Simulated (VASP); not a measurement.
Set up this calculation in VASP 6.6.1, as the native input.

```
Task                   : single point
Functional             : PBE
Potentials or basis    : VASP PAW PBE potentials, release 64 (Pb_d, S)
Cutoff                 : 520 eV
k mesh                 : 8 × 8 × 8
Occupations            : gaussian, width 0.024 eV
Spin                   : no spin polarisation
Dipole correction      : no
Further INCAR settings : ALGO = Normal; EDIFF = 1e-07; NBANDS = 17
```

The structure of PbS (Galena) lies in POSCAR:

```
PbS
1.0
    0.0000000000      2.9657500000      2.9657500000
    2.9657500000      0.0000000000      2.9657500000
    2.9657500000      2.9657500000      0.0000000000
Pb S
1 1
Direct
    0.0000000000      0.0000000000      0.0000000000
    0.5000000000      0.5000000000      0.5000000000
```

These files were run (other wordings do the same):

INCAR

```
SYSTEM = PbS
PREC = Accurate
ENCUT = 520
EDIFF = 1E-7
ISMEAR = 0
SIGMA = 0.024
LREAL = .FALSE.
LASPH = .TRUE.
NELM = 80
ALGO = Normal
ISIF = 2
LWAVE = .FALSE.
LCHARG = .TRUE.
GGA = PE
LELF = .TRUE.
LVHAR = .TRUE.
NBANDS = 17
```

KPOINTS

```
regular mesh
0
G
  8 8 8
  0 0 0
```

Potentials or basis: VASP PAW PBE potentials, release 64 (Pb_d, S).

Command:

```bash
$ cat potpaw_PBE.64/Pb_d/POTCAR potpaw_PBE.64/S/POTCAR > POTCAR
$ mpirun -np 1 vasp_std > vasp.out
```

It gave:

- Pressure: 2.2 GPa
- Band gap on the k mesh: 0.36 eV, direct

Caveat: spin-orbit coupling is left out, which moves the levels of the heavy elements.

Run time: 8.9 s on 1 thread of Intel(R) Xeon(R) 6975P-C (Granite Rapids), on a shared host, peak memory 0.18 GiB.
